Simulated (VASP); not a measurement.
# Pd (Fm-3m) in VASP: single point with PBEsol

Aim: the single point of Pd with PBEsol.

All numbers are computed with VASP 6.6.1; they aren't measurements. Logs are shortened: lines on timing, memory, paths and dates and some standing lists are left out, and cuts for length are marked.

## Step 1: The cell of the first run

The structure is cubic, space group Fm-3m (No. 225). The conventional cell has a = 3.955 Å, b = 3.955 Å, c = 3.955 Å, α = 90.00°, β = 90.00°, γ = 90.00°. Within 3.7 Å of Pd (site symmetry m-3m) lie 12 Pd at 2.80 Å.

## Step 2: Single point, PBEsol (Mo replaced by Pd, lengths x 0.942, strained)

The input, INCAR:

```
SYSTEM = Pd
PREC = Accurate ; ENCUT = 520
EDIFF = 1E-7 ; ISMEAR = 0
SIGMA = 0.1 ; LREAL = .False.
LASPH = .True. ; NELM = 60
ALGO = Normal ; ISIF = 2
LWAVE = .False. ; LCHARG = .True.
GGA = PS ; LELF = .True.
LVHAR = .True. ; NBANDS = 11
```

The input, KPOINTS:

```
Automatic mesh
0
Gamma
  18 18 18
  0 0 0
```

The input, POSCAR:

```
Pd
1.0
    0.0000000000      1.9772658539      1.9772658539
    1.9772658539      0.0000000000      1.9772658539
    1.9772658539      1.9772658539      0.0000000000
Pd
1
Direct
    0.0000000000      0.0000000000      0.0000000000
```

Potentials or basis: VASP PAW PBE potentials, release 64 (Pd).

Started as:

```
$ cat potpaw_PBE.64/Pd/POTCAR > POTCAR
$ mpirun -np 1 vasp_std > vasp.out
```

OUTCAR:

```text
SYSTEM = Pd
   PREC = Accurate
   ENCUT = 520
   EDIFF = 1E-7
   ISMEAR = 0
   LREAL = .False.
   LASPH = .True.
   NELM = 60
   ISIF = 2
   GGA = PS

 ion  position               nearest neighbor table
   1  0.000  0.000  0.000-

  LATTYP: Found a face centered cubic cell.
 ALAT       =     3.9545317078

  Lattice vectors:

 A1 = (   0.0000000000,   1.9772658539,   1.9772658539)
 A2 = (   1.9772658539,   0.0000000000,   1.9772658539)
 A3 = (   1.9772658539,   1.9772658539,   0.0000000000)

Analysis of symmetry for initial positions (statically):
=====================================================================
 Subroutine PRICEL returns:
 Original cell was already a primitive cell.

 Routine SETGRP: Setting up the symmetry group for a
 face centered cubic supercell.

 Subroutine GETGRP returns: Found 48 space group operations
 (whereof 48 operations were pure point group operations)
 out of a pool of 48 trial point group operations.

The static configuration has the point symmetry O_h .

Analysis of symmetry for dynamics (positions and initial velocities):
=====================================================================
 Subroutine PRICEL returns:
 Original cell was already a primitive cell.

 Routine SETGRP: Setting up the symmetry group for a
 face centered cubic supercell.

 Subroutine GETGRP returns: Found 48 space group operations
 (whereof 48 operations were pure point group operations)
 out of a pool of 48 trial point group operations.

The dynamic configuration has the point symmetry O_h .

 Subroutine INISYM returns: Found 48 space group operations
 (whereof 48 operations are pure point group operations),
 and found     1 'primitive' translations

----------------------------------------------------------------------------------------

                                     Primitive cell

  volume of cell :      15.4606

  direct lattice vectors                    reciprocal lattice vectors
     0.000000000  1.977265854  1.977265854    -0.252874442  0.252874442  0.252874442
     1.977265854  0.000000000  1.977265854     0.252874442 -0.252874442  0.252874442
     1.977265854  1.977265854  0.000000000     0.252874442  0.252874442 -0.252874442

  length of vectors
     2.796276187  2.796276187  2.796276187     0.437991382  0.437991382  0.437991382

  position of ions in fractional coordinates (direct lattice)
     0.000000000  0.000000000  0.000000000

  ion indices of the primitive-cell ions
   primitive index   ion index
                 1           1

----------------------------------------------------------------------------------------

 KPOINTS: Automatic mesh

Automatic generation of k-mesh.
 Grid dimensions read from file:
 generate k-points for:   18   18   18

 Generating k-lattice:

  Cartesian coordinates                     Fractional coordinates (reciprocal lattice)
    -0.014048580  0.014048580  0.014048580     0.055555556  0.000000000  0.000000000
     0.014048580 -0.014048580  0.014048580     0.000000000  0.055555556  0.000000000
     0.014048580  0.014048580 -0.014048580     0.000000000  0.000000000  0.055555556

  Length of vectors
     0.024332855  0.024332855  0.024332855

  Shift w.r.t. Gamma in fractional coordinates (k-lattice)
     0.000000000  0.000000000  0.000000000

 Subroutine IBZKPT returns following result:
 ===========================================

 Found    195 irreducible k-points:

 Following reciprocal coordinates:
            Coordinates               Weight
  0.000000  0.000000  0.000000      1.000000
  0.055556  0.000000  0.000000      8.000000
  0.111111  0.000000  0.000000      8.000000
  0.166667  0.000000  0.000000      8.000000
  0.222222  0.000000  0.000000      8.000000
  0.277778  0.000000  0.000000      8.000000
[... 16 lines left out ...]
 -0.277778  0.055556  0.000000     24.000000
 -0.222222  0.055556  0.000000     24.000000
 [... further k-points ...]
   k-points           NKPTS =    195   k-points in BZ     NKDIM =    195   number of bands    NBANDS=     11
   number of dos      NEDOS =    301   number of ions     NIONS =      1
   total plane-waves  NPLWV =  13824
   dimension x,y,z NGX =    24 NGY =   24 NGZ =   24
   dimension x,y,z NGXF=    48 NGYF=   48 NGZF=   48
   ions per type =               1
   NGX,Y,Z   is equivalent  to a cutoff of  14.27, 14.27, 14.27 a.u.
   NGXF,Y,Z  is equivalent  to a cutoff of  28.54, 28.54, 28.54 a.u.
 SYSTEM =  Pd
   PREC   = accura    normal or accurate (medium, high low for compatibility)
   ISTART =      0    job   : 0-new  1-cont  2-samecut
   ICHARG =      2    charge: 1-file 2-atom 10-const
   ISPIN  =      1    spin polarized calculation?
   LNONCOLLINEAR =      F non collinear calculations
   LSORBIT =      F    spin-orbit coupling
   LASPH  =      T    aspherical Exc in radial PAW
   ENCUT  =  520.0 eV  38.22 Ry    6.18 a.u.   5.20  5.20  5.20*2*pi/ulx,y,z
   NELM   =     60;   NELMIN=  2; NELMDL= -5     # of ELM steps
   EDIFF  = 0.1E-06   stopping-criterion for ELM
   LREAL  =      F    real-space projection
   EDIFFG = 0.1E-05   stopping-criterion for IOM
   NSW    =      0    number of steps for IOM
   IBRION =     -1    ionic relax: 0-MD 1-quasi-New 2-CG
   NFREE  =      0    steps in history (QN), initial steepest desc. (CG)
   ISIF   =      2    stress and relaxation
   ISYM   =      2    0-nonsym 1-usesym 2-fastsym
   POTIM  = 0.5000    time-step for ionic-motion
   TEBEG  =    0.0;   TEEND  =   0.0 temperature during run
   PSTRESS=    0.0 pullay stress
   NELECT =      10.0000    total number of electrons
   NUPDOWN=      -1.0000    fix difference up-down
   EMIN   =  10.00;   EMAX   =-10.00  energy-range for DOS
   EFERMI =   0.00;   METHOD = LEGACY
   ISMEAR =     0;   SIGMA  =   0.10  broadening in eV -4-tet -1-fermi 0-gaus
   EFERMI_NEDOS =   21; number of points for ismear=-14 and -15
   IALGO  =     38    algorithm
   IMIX   =      4    mixing-type and parameters
     AMIX     =   0.40;   BMIX     =  1.00
     AMIX_MAG =   1.60;   BMIX_MAG =  1.00
  volume/ion in A,a.u.               =      15.46       104.33
  Fermi-wavevector in a.u.,A,eV,Ry     =   1.415793  2.675461 27.272468  2.004470
  Thomas-Fermi vector in A             =   2.537195
   LORBIT       =      0    0 simple, 1 ext, 2 COOP (PROOUT), +10 PAW based schemes
   GGA     = PS    functional components
   LHFCALC =     F    Hartree Fock is set to
   AEXX    =    0.0000 exact exchange contribution
   IVDW    =     0    specifies the selected vdW correction
   LEPSILON=     F    determine dielectric tensor
   LRPA    =     F    only Hartree local field effects (RPA)
 non-spin polarized calculation
 Gauss-broadening in eV      SIGMA  =   0.10
  energy-cutoff  :      520.00
  volume of cell :       15.46
 maximum number of plane-waves:       444
 NGX is ok and might be reduce to    24
   NGX = 11   NGY = 11   NGZ = 11

 number of electron      10.0000001 magnetization

 Free energy of the ion-electron system (eV)
  ---------------------------------------------------
  ext. energy  EPLUGINS =         0.00000000
  ---------------------------------------------------
  free energy    TOTEN  =        -5.93623284 eV

  energy without entropy =       -5.92372815  energy(sigma->0) =       -5.92998050

 E-fermi :   8.8427     XC(G=0): -13.0899

 val. band max:        8.8422565141   @ k =   0.4444   0.1667   0.0000
 cond. band min:       8.8464114859   @ k =   0.5000   0.4444   0.0000
 fundamental gap:      0.0041549719
 Fermi energy:         8.8426627794

 k-point     1 :       0.0000    0.0000    0.0000
  band No.  band energies     occupation
      1       1.9664      2.00000
      2       6.1972      2.00000
      3       6.1972      2.00000
      4       6.1972      2.00000
      5       7.7096      2.00000
      6       7.7096      2.00000
      7      25.9387      0.00000
      8      30.4411      0.00000
      9      30.4411      0.00000
     10      30.4411      0.00000
     11      35.0259      0.00000

 k-point     2 :       0.0556    0.0000    0.0000
  band No.  band energies     occupation
      1       2.0743      2.00000
      2       6.1599      2.00000
      3       6.2340      2.00000
      4       6.2340      2.00000
      5       7.6922      2.00000
      6       7.6922      2.00000
      7      26.0437      0.00000
      8      29.6797      0.00000
      9      30.5554      0.00000
     10      30.5554      0.00000
     11      35.1660      0.00000

 k-point     3 :       0.1111    0.0000    0.0000
  band No.  band energies     occupation
      1       2.3871      2.00000
      2       6.0665      2.00000
      3       6.3301      2.00000
      4       6.3301      2.00000
      5       7.6558      2.00000
      6       7.6558      2.00000
      7      26.2491      0.00000
      8      28.1618      0.00000
      9      30.8765      0.00000
     10      30.8765      0.00000
     11      35.5626      0.00000

 k-point     4 :       0.1667    0.0000    0.0000
  band No.  band energies     occupation
      1       2.8625      2.00000
      2       5.9774      2.00000
      3       6.4382      2.00000
      4       6.4382      2.00000
      5       7.6509      2.00000
      6       7.6509      2.00000
      7      25.7047      0.00000
      8      27.1527      0.00000
      9      31.3286      0.00000
     10      31.3286      0.00000
     11      34.4761      0.00000
[... 239 lines left out ...]
 k-point    22 :      -0.3333    0.0556    0.0000
  band No.  band energies     occupation
      1       4.0160      2.00000
      2       6.2841      2.00000
      3       6.3621      2.00000
      4       7.2468      2.00000
      5       8.1949      2.00000
      6       8.8741      0.65634
      7      19.2389      0.00000
      8      25.9882      0.00000
      9      29.3271      0.00000
     10      31.3639      0.00000
     11      34.3703      0.00000

 k-point    23 :      -0.2778    0.0556    0.0000
  band No.  band energies     occupation
      1       3.9485      2.00000
      2       6.3307      2.00000
      3       6.4655      2.00000
      4       6.5319      2.00000
      5       7.8655      2.00000
      6       8.4260      2.00000
      7      21.2608      0.00000
      8      26.4595      0.00000
      9      29.9238      0.00000
     10      32.7345      0.00000
     11      33.4716      0.00000

 k-point    24 :      -0.2222    0.0556    0.0000
  band No.  band energies     occupation
      1       3.6412      2.00000
      2       5.9796      2.00000
      3       6.5043      2.00000
      4       6.5369      2.00000
      5       7.5993      2.00000
      6       8.0859      2.00000
      7      23.3095      0.00000
      8      26.8501      0.00000
      9      30.4061      0.00000
     10      32.8999      0.00000
     11      33.1935      0.00000

 [... further k-points ...]

------------------------ aborting loop because EDIFF is reached ----------------------------------------

  FORCE on cell =-STRESS in cart. coord.  units (eV):
  Direction    XX          YY          ZZ          XY          YZ          ZX
  --------------------------------------------------------------------------------------
  -------------------------------------------------------------------------------------
  Total       -1.0440220     -1.0440220     -1.0440220      0.0000000      0.0000000      0.0000000
  in kB     -108.1919682   -108.1919682   -108.1919682      0.0000000      0.0000000      0.0000000
  external PRESSURE =    -108.1919682 kB  Pullay stress =       0.0000000 kB

 VOLUME and BASIS-vectors are now :
 -----------------------------------------------------------------------------
  energy-cutoff  :      520.00
  volume of cell :       15.46
      direct lattice vectors                 reciprocal lattice vectors
     0.000000000  1.977265854  1.977265854    -0.252874442  0.252874442  0.252874442
     1.977265854  0.000000000  1.977265854     0.252874442 -0.252874442  0.252874442
     1.977265854  1.977265854  0.000000000     0.252874442  0.252874442 -0.252874442

 POSITION                                       TOTAL-FORCE (eV/Angst)
 -----------------------------------------------------------------------------------
      0.00000      0.00000      0.00000         0.000000      0.000000      0.000000
 -----------------------------------------------------------------------------------
    total drift:                               -0.000000      0.000000     -0.000000

  FREE ENERGIE OF THE ION-ELECTRON SYSTEM (eV)
  ---------------------------------------------------
  free  energy   TOTEN  =        -5.9362328361 eV

  energy  without entropy=       -5.9237281544  energy(sigma->0) =       -5.92998050
```

It took 15 s on 1 thread of Intel Xeon Platinum 8559C (Emerald Rapids), shared host; peak memory 0.16 GiB.

Results:

```
Free energy            : -5.9362 eV
Pressure               : -10.8 GPa
Band gap on the k mesh : zero (bands 5 and 6 overlap by 1.46 eV)
```

Levels at points of the mesh, in eV from the Fermi level:
| k point | band 1 | band 2 | band 3 | band 4 | band 5 | band 6 | band 7 | band 8 | band 9 | band 10 |
| --- | --- | --- | --- | --- | --- | --- | --- | --- | --- | --- |
| (0.00, 0.00, 0.00) | -6.88 | -2.65 | -2.65 | -2.65 | -1.13 | -1.13 | 17.10 | 21.60 | 21.60 | 21.60 |
| (0.50, 0.00, 0.00) | -4.98 | -2.68 | -2.68 | -0.02 | -0.02 | 1.03 | 6.90 | 16.44 | 20.55 | 20.55 |
| (0.50, 0.50, 0.00) | -5.03 | -4.76 | -0.04 | 0.27 | 0.27 | 3.26 | 10.24 | 12.86 | 12.86 | 20.80 |

Caveat: the cell differs from its parent crystal (Mo replaced by Pd, lengths x 0.942, strained); the cell stands under tension; the PAW data sets were made with another functional, which shifts forces and pressure a little.
